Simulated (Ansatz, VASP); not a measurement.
# Two plane-wave programs on In3As

```xyz
4
Lattice="3.0329 0.0000 0.0000 0.0000 3.0329 0.0000 0.0000 0.0000 11.3762" Properties=species:S:1:pos:R:3 pbc="T T T"
In    1.5164    1.5164    2.7576
In    1.5164    1.5164    8.6186
In    0.0000    0.0000    0.0000
As    1.5164    1.5164    5.6881
```

Alike in both runs: task relaxation of cell and atoms; functional PBE; k mesh 16 × 16 × 4; occupations gaussian, width 0.1 eV; no spin polarisation.

|  | VASP | Ansatz |
| --- | --- | --- |
| version | VASP 6.6.1 | Ansatz 0.2.0 |
| potentials or method | VASP PAW PBE potentials, release 64 (In_d, As), cutoff 600 eV | scalar-relativistic, plane waves, PAW |
| valence electrons in the cell | 44 | 54 |

VASP gave:

- gap on the k mesh at the Fermi level, each at its own relaxed structure (eV): none
- relaxed volume (Å³/atom): 26.22
- relaxed cell length with the largest relative difference (Å): 11.222

Which values does Ansatz return?

gap on the k mesh at the Fermi level, each at its own relaxed structure (eV): none; relaxed volume (Å³/atom): 26.21; relaxed cell length with the largest relative difference (Å): 11.226.

A gap of «none» marks a metal or a gap that the smearing closes. VASP's potentials hold 44 valence electrons a cell and Ansatz's 54, so a difference there can come from the potentials and not from the codes.
